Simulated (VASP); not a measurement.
Wanted: the native input for a VASP 6.6.1 run.

```yaml
Task: single point
Functional: r2SCAN
Dispersion: D4
Potentials_or_basis: VASP PAW PBE potentials, release 64 (Ga_d, N)
Cutoff: 520 eV
k_mesh: 10 × 10 × 5
Occupations: fermi-dirac, width 0.05 eV
Spin: no spin polarisation
Dipole_correction: no
Further_INCAR_settings: ALGO = Normal; EDIFF = 1e-06; NBANDS = 26
```

The system is GaN.

```
Ga N
1.0
     3.24237    0.00000    0.00000
    -1.62118    2.80797    0.00000
     0.00000    0.00000    5.26732
Ga N
2 2
Direct
  0.66667 0.33333 0.50000
  0.33333 0.66667 0.00000
  0.66667 0.33333 0.87500
  0.33333 0.66667 0.37500
```

One way to write it, as run:

POSCAR

```
GaN
1.0
    3.2423687753      0.0000000000      0.0000000000
   -1.6211843877      2.8079737278      0.0000000000
    0.0000000000      0.0000000000      5.2673198406
Ga N
2 2
Direct
    0.6666666667      0.3333333333      0.5000000000
    0.3333333333      0.6666666667      0.0000000000
    0.6666666667      0.3333333333      0.8750000000
    0.3333333333      0.6666666667      0.3750000000
```

INCAR.step1

```
SYSTEM = GaN
  PREC = Accurate
  ENCUT = 520
  ISMEAR = -1
  SIGMA = 0.05
  LREAL = .FALSE.
  LASPH = .TRUE.
  NELM = 80
  NBANDS = 26
  GGA = PE
  ALGO = Normal
  EDIFF = 1E-4
  LWAVE = .TRUE.
  LCHARG = .FALSE.
```

INCAR.step2

```
SYSTEM = GaN
  PREC = Accurate
  ENCUT = 520
  EDIFF = 1E-6
  ISMEAR = -1
  SIGMA = 0.05
  LREAL = .FALSE.
  LASPH = .TRUE.
  NELM = 80
  ALGO = Normal
  ISIF = 2
  LWAVE = .FALSE.
  LCHARG = .FALSE.
  METAGGA = R2SCAN
  LMIXTAU = .TRUE.
  IVDW = 13
  VDW_S6 = 1.0
  VDW_S8 = 0.6018749
  VDW_A1 = 0.51559235
  VDW_A2 = 5.77342911
  NBANDS = 26
  ISTART = 1
```

KPOINTS

```
regular mesh
0
G
  10 10 5
  0 0 0
```

Potentials or basis: VASP PAW PBE potentials, release 64 (Ga_d, N).

Command:

```sh
$ cat potpaw_PBE.64/Ga_d/POTCAR potpaw_PBE.64/N/POTCAR > POTCAR
$ cp INCAR.step1 INCAR
$ mpirun -np 1 vasp_std > vasp.out
$ cp INCAR.step2 INCAR
$ mpirun -np 1 vasp_std > vasp.out
```

Results of the run:

* Pressure: -10.1 GPa
* Largest force: 0.123 eV/Å
* Band gap on the k mesh: 1.97 eV
* Dispersion energy per atom: -0.139 eV

Caveat: the cell stands under tension; the PAW data sets were made with another functional, which shifts forces and pressure a little.

Wall time 87 s on 1 thread of Intel(R) Xeon(R) Platinum 8488C (Sapphire Rapids) (shared host), peak memory 0.19 GiB.
